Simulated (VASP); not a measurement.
# Al15SiCN15 (P1) in VASP: further runs

The runs below take Al15SiCN15 through single point, with PBEsol.

Program: VASP 6.6.1. These are calculated values, not measurements. Logs are shortened: lines on timing, memory, paths and dates and some standing lists are left out, and cuts for length are marked.

## Step 1: The cell of the first run

The typed cell holds 96 atoms: a = 9.335 Å, b = 10.779 Å, c = 9.975 Å, α = 90.00°, β = 90.00°, γ = 90.00°.

## Step 2: Single point, PBEsol

INCAR reads:

```
  ALGO = Normal
  EDIFF = 1E-6
  ENCUT = 600
  GGA = PS
  GGA_COMPAT = False
  ISIF = 2
  ISMEAR = -1
  ISYM = 0
  LASPH = True
  LCHARG = False
  LREAL = Auto
  LWAVE = False
  NBANDS = 246
  NELM = 120
  PREC = Accurate
  SIGMA = 0.05
```

KPOINTS reads:

```
Automatic mesh
0
Gamma
  1 1 1
  0.25 0.25 0.25
```

POSCAR reads:

```
Al15SiCN15
1.0
    9.3346440000      0.0000000000      0.0000000000
    0.0000000000     10.7787180000      0.0000000000
    0.0000000000      0.0000000000      9.9747420000
Al Si N C
45 3 45 3
Direct
    0.1648060000      0.0849800000      0.2516860000
    0.1655770000      0.0821940000      0.7505560000
    0.0032690000      0.3301630000      0.2459820000
    0.0015090000      0.3330620000      0.7464780000
    0.5006920000      0.0867250000      0.2502440000
    0.4974820000      0.0831950000      0.7459160000
    0.3361840000      0.3304910000      0.2468650000
    0.3329960000      0.3344390000      0.7528300000
    0.1638410000      0.5839200000      0.2476760000
    0.1673390000      0.5819320000      0.7478180000
    0.0037600000      0.8317040000      0.2504050000
    0.9971620000      0.8355170000      0.7464860000
    0.8332660000      0.0809000000      0.2467350000
    0.8356120000      0.0822420000      0.7486500000
    0.6677650000      0.3309780000      0.2518130000
    0.6659960000      0.3352760000      0.7447830000
    0.5006980000      0.5852860000      0.2505910000
    0.4982520000      0.5821520000      0.7497210000
    0.3333080000      0.8337240000      0.2480320000
    0.3333330000      0.8328870000      0.7461290000
    0.8337240000      0.5814440000      0.2484390000
    0.6682490000      0.8304690000      0.2471090000
    0.6649220000      0.8337470000      0.7463430000
    0.0025390000      0.1662860000      0.5000530000
    0.9976690000      0.1638990000      0.9960950000
    0.3347680000      0.1653860000      0.5005520000
    0.3340430000      0.1673240000      0.0018780000
    0.1675490000      0.4182600000      0.4978530000
    0.1655240000      0.4176060000      0.9985160000
    0.0011870000      0.6676470000      0.4984580000
    0.6695740000      0.1698860000      0.5008230000
    0.6668680000      0.1665550000      0.9980290000
    0.4993650000      0.4191330000      0.4999830000
    0.5014040000      0.4188450000      0.0014760000
    0.3344810000      0.6687400000      0.4976250000
    0.3315990000      0.6666120000      0.9974250000
    0.1666850000      0.9156560000      0.4954340000
    0.1679400000      0.9152820000      0.9958750000
    0.8317290000      0.4162080000      0.4980880000
    0.8326920000      0.4138080000      0.9941810000
    0.6646220000      0.6648430000      0.4981300000
    0.6659660000      0.6644480000      0.0009140000
    0.5020830000      0.9193800000      0.4972710000
    0.5032370000      0.9185110000      0.0009270000
    0.8365330000      0.9161030000      0.9974830000
    0.8329510000      0.5847800000      0.7508940000
    0.0016030000      0.6721440000      0.9950890000
    0.8300560000      0.9184750000      0.4943220000
    0.9990260000      0.1637440000      0.1907070000
    0.0005920000      0.1652010000      0.6906100000
    0.3331550000      0.1658920000      0.1869180000
    0.3320370000      0.1662000000      0.6915420000
    0.1648010000      0.4168760000      0.1883780000
    0.1645890000      0.4163360000      0.6885430000
    0.9973720000      0.6685830000      0.1886800000
    0.0033990000      0.6667380000      0.6878580000
    0.6679930000      0.1659460000      0.1878190000
    0.6644560000      0.1650840000      0.6926630000
    0.5008400000      0.4160840000      0.1900660000
    0.5009870000      0.4173440000      0.6893370000
    0.3371600000      0.6641990000      0.1891480000
    0.1686510000      0.9176030000      0.1919260000
    0.1676630000      0.9135460000      0.6902160000
    0.8320860000      0.4184780000      0.1864540000
    0.8318560000      0.4168520000      0.6903430000
    0.6660450000      0.6652390000      0.1919240000
    0.6670580000      0.6658600000      0.6912350000
    0.5002220000      0.9161650000      0.1925940000
    0.4980600000      0.9179620000      0.6902560000
    0.8381370000      0.9172380000      0.1910780000
    0.8324020000      0.9141760000      0.6916230000
    0.1646410000      0.0801960000      0.4404920000
    0.1664850000      0.0858910000      0.9402690000
    0.9976570000      0.3299130000      0.4392170000
    0.9991690000      0.3329200000      0.9399210000
    0.4987470000      0.0808160000      0.4418930000
    0.4999420000      0.0834710000      0.9391880000
    0.3314900000      0.3347660000      0.4401580000
    0.3331290000      0.3325450000      0.9407780000
    0.1643510000      0.5829210000      0.4380140000
    0.1664840000      0.5807100000      0.9385800000
    0.9995940000      0.8325440000      0.9401990000
    0.8360500000      0.0840630000      0.4382300000
    0.8315390000      0.0791420000      0.9375700000
    0.6606430000      0.3309720000      0.4399500000
    0.6665760000      0.3360750000      0.9388720000
    0.4974720000      0.5842330000      0.4371900000
    0.4993730000      0.5832680000      0.9376530000
    0.3311190000      0.8348700000      0.4388530000
    0.8359280000      0.5839850000      0.4418930000
    0.8333610000      0.5824140000      0.9381440000
    0.6625270000      0.8303500000      0.4375260000
    0.6661630000      0.8338940000      0.9405510000
    0.3352580000      0.6671580000      0.6904940000
    0.0009480000      0.8356510000      0.4391150000
    0.3330610000      0.8348840000      0.9355920000
```

Potentials or basis: VASP PAW PBE potentials, release 64 (Al, Si, N, C).

Started as:

```
cat potpaw_PBE.64/Al/POTCAR potpaw_PBE.64/Si/POTCAR potpaw_PBE.64/N/POTCAR potpaw_PBE.64/C/POTCAR > POTCAR
mpirun -np 1 vasp_std > vasp.out
```

OUTCAR:

```text
EDIFF = 1E-6
   ENCUT = 600
   GGA = PS
   ISIF = 2
   ISMEAR = -1
   ISYM = 0
   LASPH = True
   LREAL = Auto
   NELM = 120
   PREC = Accurate

 ion  position               nearest neighbor table
   1  0.165  0.085  0.252-  49 1.87  72 1.88  62 1.90  51 1.91  24 3.03  37 3.04   3 3.04  26 3.07
                            27 3.08   7 3.09  13 3.10  25 3.11  11 3.12  19 3.13   5 3.14  38 3.14
   2  0.166  0.082  0.751-  50 1.88  52 1.89  73 1.89  63 1.91  38 3.04  25 3.04  24 3.06  14 3.08
                            26 3.08  12 3.09  27 3.10   6 3.10   4 3.11  20 3.11  37 3.11   8 3.14
   3  0.003  0.330  0.246-  53 1.86  49 1.88  74 1.93  64 1.95   1 3.04  29 3.05  25 3.07  24 3.09
                            28 3.09  40 3.11   7 3.11   9 3.12  13 3.12  39 3.12  15 3.13  21 3.14
   4  0.002  0.333  0.746-  54 1.86  50 1.89  65 1.91  75 1.93  24 3.05  40 3.06  28 3.07  39 3.07
                            29 3.08  25 3.09   8 3.09  10 3.10   2 3.11  14 3.12  16 3.13  46 3.14
   5  0.501  0.087  0.250-  57 1.89  51 1.89  76 1.91  68 1.93   7 3.04  27 3.05  43 3.05  26 3.06
                            15 3.06  44 3.08  32 3.08  31 3.09  13 3.11   1 3.14  19 3.14  22 3.17
   6  0.497  0.083  0.746-  52 1.87  69 1.87  58 1.87  77 1.93  26 3.01  43 3.04  31 3.07   2 3.10
                            44 3.10  20 3.10  32 3.10  27 3.11  23 3.11   8 3.11  16 3.14  14 3.16
   7  0.336  0.330  0.247-  51 1.87  59 1.88  78 1.93  53 1.94  27 3.01   5 3.04  34 3.05  29 3.09
                             1 3.09  26 3.09  15 3.10  33 3.10  28 3.10   3 3.11  17 3.15   9 3.17
   8  0.333  0.334  0.753-  79 1.87  60 1.91  54 1.91  52 1.91  29 3.04  27 3.07  34 3.07  18 3.08
                            10 3.08   4 3.09  33 3.10  26 3.11  16 3.11  28 3.11   6 3.11   2 3.14
   9  0.164  0.584  0.248-  53 1.90  55 1.90  80 1.90  61 1.93  11 3.06  30 3.06  29 3.06  28 3.07
[... 125 lines left out ...]
  95  0.001  0.836  0.439-  37 1.86  11 1.88  30 1.91  48 1.91
  96  0.333  0.835  0.936-  38 1.87  20 1.89  36 1.92  44 1.94

IMPORTANT INFORMATION: All symmetrisations will be switched off!
NOSYMM: (Re-)initialisation of all symmetry stuff for point group C_1.

----------------------------------------------------------------------------------------

                                     Primitive cell

  volume of cell :    1003.6136

  direct lattice vectors                    reciprocal lattice vectors
     9.334644000  0.000000000  0.000000000     0.107127813  0.000000000  0.000000000
     0.000000000 10.778718000  0.000000000     0.000000000  0.092775412  0.000000000
     0.000000000  0.000000000  9.974742000     0.000000000  0.000000000  0.100253220

  length of vectors
     9.334644000 10.778718000  9.974742000     0.107127813  0.092775412  0.100253220

  position of ions in fractional coordinates (direct lattice)
     0.164806000  0.084980000  0.251686000
     0.165577000  0.082194000  0.750556000
     0.003269000  0.330163000  0.245982000
     0.001509000  0.333062000  0.746478000
     0.500692000  0.086725000  0.250244000
     0.497482000  0.083195000  0.745916000
[... 88 lines left out ...]
     0.000948000  0.835651000  0.439115000
     0.333061000  0.834884000  0.935592000

  ion indices of the primitive-cell ions
   primitive index   ion index
                 1           1
                 2           2
                 3           3
                 4           4
                 5           5
                 6           6
[... 88 lines left out ...]
                95          95
                96          96

----------------------------------------------------------------------------------------

 KPOINTS: Automatic mesh

Automatic generation of k-mesh.
[... 33 lines left out ...]
   NGX,Y,Z   is equivalent  to a cutoff of  14.25, 13.88, 13.33 a.u.
   NGXF,Y,Z  is equivalent  to a cutoff of  28.50, 27.76, 26.67 a.u.
 SYSTEM =  unknown system
   PREC   = accura    normal or accurate (medium, high low for compatibility)
   ISTART =      0    job   : 0-new  1-cont  2-samecut
[... 16 lines left out ...]
   TEBEG  =    0.0;   TEEND  =   0.0 temperature during run
   PSTRESS=    0.0 pullay stress
   NELECT =     384.0000    total number of electrons
   NUPDOWN=      -1.0000    fix difference up-down
   EMIN   =  10.00;   EMAX   =-10.00  energy-range for DOS
   EFERMI =   0.00;   METHOD = LEGACY
   ISMEAR =    -1;   SIGMA  =   0.05  broadening in eV -4-tet -1-fermi 0-gaus
   EFERMI_NEDOS =   21; number of points for ismear=-14 and -15
   IALGO  =     38    algorithm
   IMIX   =      4    mixing-type and parameters
     AMIX     =   0.40;   BMIX     =  1.00
     AMIX_MAG =   1.60;   BMIX_MAG =  1.00
  volume/ion in A,a.u.               =      10.45        70.55
  Fermi-wavevector in a.u.,A,eV,Ry     =   1.188492  2.245925 19.218421  1.412514
  Thomas-Fermi vector in A             =   2.324621
   LORBIT       =      0    0 simple, 1 ext, 2 COOP (PROOUT), +10 PAW based schemes
   GGA     = PS    functional components
   LHFCALC =     F    Hartree Fock is set to
   AEXX    =    0.0000 exact exchange contribution
   IVDW    =     0    specifies the selected vdW correction
   LEPSILON=     F    determine dielectric tensor
   LRPA    =     F    only Hartree local field effects (RPA)
 non-spin polarized calculation
  energy-cutoff  :      600.00
  volume of cell :     1003.61
 maximum number of plane-waves:     33485
 NGX is ok and might be reduce to    80
   NGX = 37   NGY = 43   NGZ = 39

 number of electron     383.9999997 magnetization

 Free energy of the ion-electron system (eV)
  ---------------------------------------------------
  ext. energy  EPLUGINS =         0.00000000
  ---------------------------------------------------
  free energy    TOTEN  =      -743.97596216 eV

  energy without entropy =     -743.97596215  energy(sigma->0) =     -743.97596216

 E-fermi :   9.2205     XC(G=0): -11.1320

 val. band max:        8.1555524671   @ k =  -0.2500  -0.2500   0.2500
 cond. band min:      10.2649283302   @ k =  -0.2500  -0.2500   0.2500
 fundamental gap:      2.1093758631
 Fermi energy:         9.2205431527

 k-point     1 :       0.2500    0.2500    0.2500
  band No.  band energies     occupation
      1      -9.9718      2.00000
      2      -9.1687      2.00000
      3      -8.9577      2.00000
      4      -8.7170      2.00000
      5      -8.6108      2.00000
      6      -8.4067      2.00000
[... 817 lines left out ...]
    203      11.4742      0.00000
    204      11.5130      0.00000
 [bands above 204 left out]

------------------------ aborting loop because EDIFF is reached ----------------------------------------

  FORCE on cell =-STRESS in cart. coord.  units (eV):
  Direction    XX          YY          ZZ          XY          YZ          ZX
  --------------------------------------------------------------------------------------
  -------------------------------------------------------------------------------------
  Total        2.5119689      6.1663961      3.8806125     -3.0355959     -0.5206765     -0.4218594
  in kB        4.0101286      9.8440875      6.1950429     -4.8460512     -0.8312124     -0.6734600
  external PRESSURE =       6.6830863 kB  Pullay stress =       0.0000000 kB

 VOLUME and BASIS-vectors are now :
 -----------------------------------------------------------------------------
  energy-cutoff  :      600.00
  volume of cell :     1003.61
      direct lattice vectors                 reciprocal lattice vectors
     9.334644000  0.000000000  0.000000000     0.107127813  0.000000000  0.000000000
     0.000000000 10.778718000  0.000000000     0.000000000  0.092775412  0.000000000
     0.000000000  0.000000000  9.974742000     0.000000000  0.000000000  0.100253220

 POSITION                                       TOTAL-FORCE (eV/Angst)
 -----------------------------------------------------------------------------------
      1.53841      0.91598      2.51050         0.417594     -1.024301     -0.346204
      1.54560      0.88595      7.48660         0.726536     -0.778541     -0.045979
      0.03051      3.55873      2.45361        -0.661136      0.337373      0.171627
      0.01409      3.58998      7.44593         0.449024     -0.444774      0.509042
      4.67378      0.93478      2.49612        -0.228406     -1.184073     -0.245957
      4.64382      0.89674      7.44032        -0.173704     -0.461607      0.998181
[... 88 lines left out ...]
      0.00885      9.00725      4.38006        -3.324012      0.404004      1.158670
      3.10901      8.99898      9.33229         0.373891     -0.079358      1.462971
 -----------------------------------------------------------------------------------
    total drift:                               -0.006649      0.006168     -0.024779

  FREE ENERGIE OF THE ION-ELECTRON SYSTEM (eV)
  ---------------------------------------------------
  free  energy   TOTEN  =      -743.9759621567 eV

  energy  without entropy=     -743.9759621544  energy(sigma->0) =     -743.97596216
```

Run time: 68 min. Hardware: 1 thread of AMD EPYC 7R13 (Zen 3), shared host; peak memory 1.5 GiB.

Results:

```
Free energy            : -743.9760 eV
Pressure               : 0.7 GPa
Largest force          : 4.183 eV/Å
Band gap on the k mesh : 2.11 eV
```

Forces on the atoms (eV/Å):
```
Al   0.418 -1.024 -0.346
Al   0.727 -0.779 -0.046
Al  -0.661  0.337  0.172
Al   0.449 -0.445  0.509
Al  -0.228 -1.184 -0.246
Al  -0.174 -0.462  0.998
Al  -0.488  0.708  0.342
Al   0.066 -0.133 -0.676
Al   1.309 -0.254  0.407
Al   1.479  0.416 -0.624
Al   0.122  1.505 -0.254
Al   1.988 -0.210 -0.835
Al   0.148  0.119 -0.258
Al  -0.700  0.345  0.104
Al  -0.236  0.475 -0.883
Al  -1.004 -0.890  0.990
Al  -0.519 -0.754 -0.349
Al  -0.984  0.261  0.120
Al   0.037 -0.061 -0.524
Al  -0.049 -0.174  0.679
Al  -0.457  0.076  0.680
Al  -0.203  0.972 -0.620
Al  -1.341  0.444  1.149
Al   0.581 -0.318  0.025
Al   0.517  0.169  0.424
Al  -0.710  0.232  0.049
Al   0.001 -0.762 -0.961
Al  -0.179  0.016 -0.015
Al   0.145 -0.995  0.295
Al   0.318 -0.024 -0.355
Al  -1.029 -0.995  0.231
Al  -0.531 -0.075 -0.441
Al  -0.901  0.056 -0.076
Al  -0.346 -0.088 -0.349
Al  -0.708  0.055  0.775
Al   0.971  1.507 -0.441
Al   0.671  0.168  1.203
Al   1.645  0.719  0.867
Al   0.203  0.112 -0.767
Al   0.138 -0.719  1.102
Al   0.079 -0.403 -0.212
Al  -1.698  1.212  0.028
Al  -1.575 -0.950  0.619
Al  -1.634 -0.577 -0.259
Al  -1.512 -0.022  0.935
Si   0.284  0.251 -1.524
Si   1.126 -0.786  0.921
Si   1.653 -1.234 -0.034
N   -0.232  0.522 -0.477
N   -0.601  0.391 -0.227
N   -0.009  0.203  1.029
N   -0.108  0.527 -0.277
N    0.318 -0.128 -0.013
N   -0.256 -0.499  0.228
N   -0.013 -0.611 -3.215
N   -3.342 -1.442  2.061
N    0.178  0.213  0.452
N    1.122  0.569 -0.679
N    0.319 -0.075  0.290
N    0.324 -0.649 -0.068
N   -1.069 -0.224  0.361
N   -0.805  0.167 -0.518
N   -1.355  1.469 -0.375
N    0.354 -0.453  0.138
N    0.377  2.398  0.597
N    0.892 -0.142 -0.473
N    2.722 -1.258  0.498
N    1.084  0.569  0.488
N    1.478  0.375 -1.283
N   -0.710 -0.587 -0.749
N   -0.690  0.747 -2.131
N    0.661  1.446  0.049
N   -0.783  0.089  0.018
N   -0.122  0.499  0.079
N   -0.188  0.084 -0.490
N    0.924  1.360 -0.401
N    0.565  0.974  0.055
N    0.451 -0.527 -0.262
N   -0.004  0.680  0.269
N   -0.201 -0.189 -0.627
N   -3.202  1.112  1.067
N   -0.783 -2.321 -0.074
N   -1.165 -1.558  0.991
N    0.445  0.513  0.050
N    1.114  0.636  0.282
N    0.216 -0.344 -0.445
N    1.214 -0.237 -0.008
N    1.117 -0.904  0.970
N    1.138  0.117 -0.587
N   -0.794 -0.684 -0.243
N    1.890  1.307 -1.374
N    2.011  1.447  1.064
N    1.645 -0.722 -0.282
C   -0.387 -1.022 -0.909
C   -3.324  0.404  1.159
C    0.374 -0.079  1.463
```

Caveat: the PAW data sets were made with another functional, which shifts forces and pressure a little; a shifted mesh leaves out Γ, where band edges can lie. A k mesh can miss the band edges.

(Continued in part 2 of 2.)
